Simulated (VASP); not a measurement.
# Pd (Fm-3m) in VASP: further runs, part 2 of 2

VASP 6.6.1. The steps go on from the part before.

## Step 3: Single point, LDA, collinear spin, ferromagnetic start

INCAR reads:

```
SYSTEM = Pd
PREC = Accurate
ENCUT = 520
EDIFF = 1E-7
ISMEAR = 1
SIGMA = 0.1
LREAL = .FALSE.
LASPH = .TRUE.
NELM = 150
ALGO = Normal
ISIF = 2
LWAVE = .FALSE.
LCHARG = .TRUE.
ISPIN = 2
MAGMOM = 0.5
LORBIT = 11
LMAXMIX = 4
LELF = .TRUE.
LVHAR = .TRUE.
NBANDS = 15
```

KPOINTS reads:

```
Automatic mesh
0
G
  14 14 14
  0 0 0
```

POSCAR reads:

```
Pd
1.0
    0.0000000000      1.9202771092      1.9202771092
    1.9202771092      0.0000000000      1.9202771092
    1.9202771092      1.9202771092      0.0000000000
Pd
1
Direct
    0.0000000000      0.0000000000      0.0000000000
```

Potentials or basis: VASP PAW LDA potentials, release 64 (Pd).

Launch:

```
$ cat potpaw_LDA.64/Pd/POTCAR > POTCAR
$ mpirun -np 1 vasp_std > vasp.out
```

OUTCAR:

```text
SYSTEM = Pd
   PREC = Accurate
   ENCUT = 520
   EDIFF = 1E-7
   ISMEAR = 1
   LREAL = .FALSE.
   LASPH = .TRUE.
   NELM = 150
   ISIF = 2
   ISPIN = 2
   LORBIT = 11

 ion  position               nearest neighbor table
   1  0.000  0.000  0.000-

  LATTYP: Found a face centered cubic cell.
 ALAT       =     3.8405542184

  Lattice vectors:

 A1 = (   0.0000000000,   1.9202771092,   1.9202771092)
 A2 = (   1.9202771092,   0.0000000000,   1.9202771092)
 A3 = (   1.9202771092,   1.9202771092,   0.0000000000)

Analysis of symmetry for initial positions (statically):
[... 25 lines left out ...]
The dynamic configuration has the point symmetry O_h .

Analysis of structural, dynamic, and magnetic symmetry:
=====================================================================
 Subroutine PRICEL returns:
[... 7 lines left out ...]
 out of a pool of 48 trial point group operations.

The overall configuration has the point symmetry O_h .

 Subroutine INISYM returns: Found 48 space group operations
[... 5 lines left out ...]
                                     Primitive cell

  volume of cell :      14.1619

  direct lattice vectors                    reciprocal lattice vectors
     0.000000000  1.920277109  1.920277109    -0.260379087  0.260379087  0.260379087
     1.920277109  0.000000000  1.920277109     0.260379087 -0.260379087  0.260379087
     1.920277109  1.920277109  0.000000000     0.260379087  0.260379087 -0.260379087

  length of vectors
     2.715681931  2.715681931  2.715681931     0.450989807  0.450989807  0.450989807

  position of ions in fractional coordinates (direct lattice)
     0.000000000  0.000000000  0.000000000

  ion indices of the primitive-cell ions
   primitive index   ion index
                 1           1

----------------------------------------------------------------------------------------

 KPOINTS: Automatic mesh

Automatic generation of k-mesh.
 Grid dimensions read from file:
 generate k-points for:   14   14   14

 Generating k-lattice:

  Cartesian coordinates                     Fractional coordinates (reciprocal lattice)
    -0.018598506  0.018598506  0.018598506     0.071428571  0.000000000  0.000000000
     0.018598506 -0.018598506  0.018598506     0.000000000  0.071428571  0.000000000
     0.018598506  0.018598506 -0.018598506     0.000000000  0.000000000  0.071428571

  Length of vectors
     0.032213558  0.032213558  0.032213558

  Shift w.r.t. Gamma in fractional coordinates (k-lattice)
     0.000000000  0.000000000  0.000000000

 Subroutine IBZKPT returns following result:
 ===========================================

 Found    104 irreducible k-points:

 Following reciprocal coordinates:
            Coordinates               Weight
  0.000000  0.000000  0.000000      1.000000
  0.071429  0.000000  0.000000      8.000000
  0.142857  0.000000  0.000000      8.000000
  0.214286  0.000000  0.000000      8.000000
  0.285714  0.000000  0.000000      8.000000
  0.357143  0.000000  0.000000      8.000000
[... 16 lines left out ...]
  0.214286  0.142857  0.000000     24.000000
  0.285714  0.142857  0.000000     24.000000
 [... further k-points ...]
   k-points           NKPTS =    104   k-points in BZ     NKDIM =    104   number of bands    NBANDS=     15
   number of dos      NEDOS =    301   number of ions     NIONS =      1
   total plane-waves  NPLWV =   8000
   dimension x,y,z NGX =    20 NGY =   20 NGZ =   20
   dimension x,y,z NGXF=    40 NGYF=   40 NGZF=   40
   ions per type =               1
   NGX,Y,Z   is equivalent  to a cutoff of  12.24, 12.24, 12.24 a.u.
   NGXF,Y,Z  is equivalent  to a cutoff of  24.49, 24.49, 24.49 a.u.
 SYSTEM =  Pd
   PREC   = accura    normal or accurate (medium, high low for compatibility)
   ISTART =      0    job   : 0-new  1-cont  2-samecut
   ICHARG =      2    charge: 1-file 2-atom 10-const
   ISPIN  =      2    spin polarized calculation?
   LNONCOLLINEAR =      F non collinear calculations
   LSORBIT =      F    spin-orbit coupling
   LASPH  =      T    aspherical Exc in radial PAW
   ENCUT  =  520.0 eV  38.22 Ry    6.18 a.u.   5.05  5.05  5.05*2*pi/ulx,y,z
   NELM   =    150;   NELMIN=  2; NELMDL= -5     # of ELM steps
   EDIFF  = 0.1E-06   stopping-criterion for ELM
   LREAL  =      F    real-space projection
   EDIFFG = 0.1E-05   stopping-criterion for IOM
   NSW    =      0    number of steps for IOM
   IBRION =     -1    ionic relax: 0-MD 1-quasi-New 2-CG
   NFREE  =      0    steps in history (QN), initial steepest desc. (CG)
   ISIF   =      2    stress and relaxation
   ISYM   =      2    0-nonsym 1-usesym 2-fastsym
   POTIM  = 0.5000    time-step for ionic-motion
   TEBEG  =    0.0;   TEEND  =   0.0 temperature during run
   PSTRESS=    0.0 pullay stress
   NELECT =      10.0000    total number of electrons
   NUPDOWN=      -1.0000    fix difference up-down
   EMIN   =  10.00;   EMAX   =-10.00  energy-range for DOS
   EFERMI =   0.00;   METHOD = LEGACY
   ISMEAR =     1;   SIGMA  =   0.10  broadening in eV -4-tet -1-fermi 0-gaus
   EFERMI_NEDOS =   21; number of points for ismear=-14 and -15
   IALGO  =     38    algorithm
   IMIX   =      4    mixing-type and parameters
     AMIX     =   0.40;   BMIX     =  1.00
     AMIX_MAG =   1.60;   BMIX_MAG =  1.00
  volume/ion in A,a.u.               =      14.16        95.57
  Fermi-wavevector in a.u.,A,eV,Ry     =   1.457810  2.754861 28.915238  2.125210
  Thomas-Fermi vector in A             =   2.574568
   LORBIT       =     11    0 simple, 1 ext, 2 COOP (PROOUT), +10 PAW based schemes
   GGA     = CA    functional components
   LHFCALC =     F    Hartree Fock is set to
   AEXX    =    0.0000 exact exchange contribution
   IVDW    =     0    specifies the selected vdW correction
   LEPSILON=     F    determine dielectric tensor
   LRPA    =     F    only Hartree local field effects (RPA)
 spin polarized calculation
 Methfessel and Paxton  Order N= 1 SIGMA  =   0.10
  energy-cutoff  :      520.00
  volume of cell :       14.16
 maximum number of plane-waves:       392
   NGX =  9   NGY =  9   NGZ =  9

 number of electron      10.0000005 magnetization       0.2829250

 Free energy of the ion-electron system (eV)
  ---------------------------------------------------
  ext. energy  EPLUGINS =         0.00000000
  ---------------------------------------------------
  free energy    TOTEN  =        -6.48321089 eV

  energy without entropy =       -6.48316920  energy(sigma->0) =       -6.48319699

 E-fermi :  10.3047     XC(G=0): -13.7676

 val. band max:       10.3023338122   @ k =  -0.4286   0.2143   0.0714
 cond. band min:      10.3103375958   @ k =   0.5000   0.2857   0.0714
 fundamental gap:      0.0080037836
 Fermi energy:        10.3046761994

 spin component 1

 k-point     1 :       0.0000    0.0000    0.0000
  band No.  band energies     occupation
      1       2.7214      1.00000
      2       7.1505      1.00000
      3       7.1505      1.00000
      4       7.1505      1.00000
      5       8.9117      1.00000
      6       8.9117      1.00000
      7      27.4196      0.00000
      8      32.3747      0.00000
      9      32.3747      0.00000
     10      32.3747      0.00000
     11      35.7440      0.00000
     12      38.0251      0.00000
     13      41.6426      0.00000
     14      41.6426      0.00000
[... 401 lines left out ...]
      2       6.3374      1.00000
      3       7.4857      1.00000
      4       7.9310      1.00000
      5       9.0463      1.00000
      6       9.5180      1.00000
      7      25.9248      0.00000
      8      29.0816      0.00000
      9      30.4400      0.00000
     10      32.2636      0.00000
     11      35.6815      0.00000
     12      37.2786      0.00000
     13      38.6448      0.00000
     14      39.3024      0.00000
     15      42.6744      0.00000

 [... further k-points ...]

 spin component 2

 k-point     1 :       0.0000    0.0000    0.0000
  band No.  band energies     occupation
      1       2.7746      1.00000
      2       7.3303      1.00000
      3       7.3303      1.00000
      4       7.3303      1.00000
      5       9.0848      1.00000
      6       9.0848      1.00000
      7      27.4698      0.00000
      8      32.4233      0.00000
      9      32.4233      0.00000
     10      32.4233      0.00000
     11      36.0950      0.00000
     12      38.0532      0.00000
     13      41.7281      0.00000
     14      41.7281      0.00000
[... 401 lines left out ...]
      2       6.4949      1.00000
      3       7.6522      1.00000
      4       8.1098      1.00000
      5       9.2116      1.00000
      6       9.6992      1.00000
      7      26.0017      0.00000
      8      29.1432      0.00000
      9      30.5142      0.00000
     10      32.3319      0.00000
     11      36.0122      0.00000
     12      37.3845      0.00000
     13      38.7106      0.00000
     14      39.3782      0.00000
     15      42.7666      0.00000

 [... further k-points ...]
[... 5 lines left out ...]
  --------------------------------------------------------------------------------------
  -------------------------------------------------------------------------------------
  Total        0.0268065      0.0268065      0.0268065      0.0000000      0.0000000      0.0000000
  in kB        3.0326955      3.0326955      3.0326955      0.0000000      0.0000000      0.0000000
  external PRESSURE =       3.0326955 kB  Pullay stress =       0.0000000 kB

 VOLUME and BASIS-vectors are now :
 -----------------------------------------------------------------------------
  energy-cutoff  :      520.00
  volume of cell :       14.16
      direct lattice vectors                 reciprocal lattice vectors
     0.000000000  1.920277109  1.920277109    -0.260379087  0.260379087  0.260379087
     1.920277109  0.000000000  1.920277109     0.260379087 -0.260379087  0.260379087
     1.920277109  1.920277109  0.000000000     0.260379087  0.260379087 -0.260379087

 POSITION                                       TOTAL-FORCE (eV/Angst)
 -----------------------------------------------------------------------------------
      0.00000      0.00000      0.00000         0.000000      0.000000      0.000000
 -----------------------------------------------------------------------------------
    total drift:                                0.000000      0.000000      0.000000

  FREE ENERGIE OF THE ION-ELECTRON SYSTEM (eV)
  ---------------------------------------------------
  free  energy   TOTEN  =        -6.4832108887 eV

  energy  without entropy=       -6.4831692012  energy(sigma->0) =       -6.48319699

 total charge

# of ion       s       p       d       tot
------------------------------------------
    1        0.514   0.529   8.484   9.528

 magnetization (x)

# of ion       s       p       d       tot
------------------------------------------
    1        0.004   0.002   0.273   0.278
```

OSZICAR:

```text
N       E                     dE             d eps       ncg     rms          rms(c)
DAV:   1     0.459515333806E+02    0.45952E+02   -0.45115E+03  6272   0.594E+02
DAV:   2    -0.602934665609E+01   -0.51981E+02   -0.49640E+02  8053   0.163E+02
DAV:   3    -0.683421193975E+01   -0.80487E+00   -0.79915E+00  8200   0.199E+01
DAV:   4    -0.683639580636E+01   -0.21839E-02   -0.21837E-02  7480   0.110E+00
DAV:   5    -0.683640881783E+01   -0.13011E-04   -0.13012E-04  8238   0.743E-02    0.922E+00
DAV:   6    -0.650505040631E+01    0.33136E+00   -0.11792E+00  8921   0.693E+00    0.434E+00
DAV:   7    -0.648885196115E+01    0.16198E-01   -0.18591E-02  8307   0.796E-01    0.229E+00
DAV:   8    -0.648321000533E+01    0.56420E-02   -0.20369E-03  8578   0.353E-01    0.901E-01
DAV:   9    -0.648319941599E+01    0.10589E-04   -0.18015E-04  8293   0.736E-02    0.603E-02
DAV:  10    -0.648320663891E+01   -0.72229E-05   -0.42347E-05  8172   0.384E-02    0.201E-02
DAV:  11    -0.648321064271E+01   -0.40038E-05   -0.45553E-06  8142   0.119E-02    0.133E-02
DAV:  12    -0.648321087689E+01   -0.23418E-06   -0.16658E-06  8305   0.765E-03    0.312E-03
DAV:  13    -0.648321088866E+01   -0.11769E-07   -0.11557E-07  5712   0.228E-03
   1 F= -.64832109E+01 E0= -.64831970E+01  d E =-.416874E-04  mag=     0.2832
```

stdout:

```text
POSCAR found type information on POSCAR Pd
 POSCAR found :  1 types and       1 ions
 scaLAPACK will be used
 LDA part: xc-table for (Slater(with rela. corr.)+CA(PZ))
 , standard interpolation
 POSCAR, INCAR and KPOINTS ok, starting setup
 FFT: planning ... GRIDC
 FFT: planning ... GRID_SOFT
 FFT: planning ... GRID
 WAVECAR not read
 entering main loop
```

Run time: 37 s. Hardware: 1 thread of Intel Xeon Platinum 8488C (Sapphire Rapids), shared host; peak memory 0.14 GiB.

Results:

```yaml
Free_energy: -6.4832 eV
Pressure: 0.3 GPa
Net_moment: 0.28 μB per cell
Site_moments: Pd +0.28 μB
Valence_electrons_inside_the_program's_atomic_spheres: Pd 9.53
```

Levels at points of the mesh, in eV from the Fermi level:
Spin up:
```tsv
k point	band 3	band 4	band 5	band 6	band 7	band 8
(0.00, 0.00, 0.00)	-3.15	-3.15	-1.39	-1.39	17.11	22.07
(0.50, 0.00, 0.00)	-3.19	-0.11	-0.11	0.83	7.52	16.50
(0.50, 0.50, 0.00)	-0.12	0.22	0.22	3.22	11.09	13.26
```
Spin down:
| k point | band 1 | band 2 | band 3 | band 4 | band 5 | band 6 | band 7 | band 8 | band 9 | band 10 |
| --- | --- | --- | --- | --- | --- | --- | --- | --- | --- | --- |
| (0.00, 0.00, 0.00) | -7.53 | -2.97 | -2.97 | -2.97 | -1.22 | -1.22 | 17.17 | 22.12 | 22.12 | 22.12 |
| (0.50, 0.00, 0.00) | -5.62 | -3.03 | -3.03 | 0.08 | 0.08 | 0.88 | 7.65 | 16.55 | 21.35 | 21.35 |
| (0.50, 0.50, 0.00) | -5.73 | -5.41 | 0.06 | 0.42 | 0.42 | 3.28 | 11.21 | 13.32 | 13.32 | 22.16 |
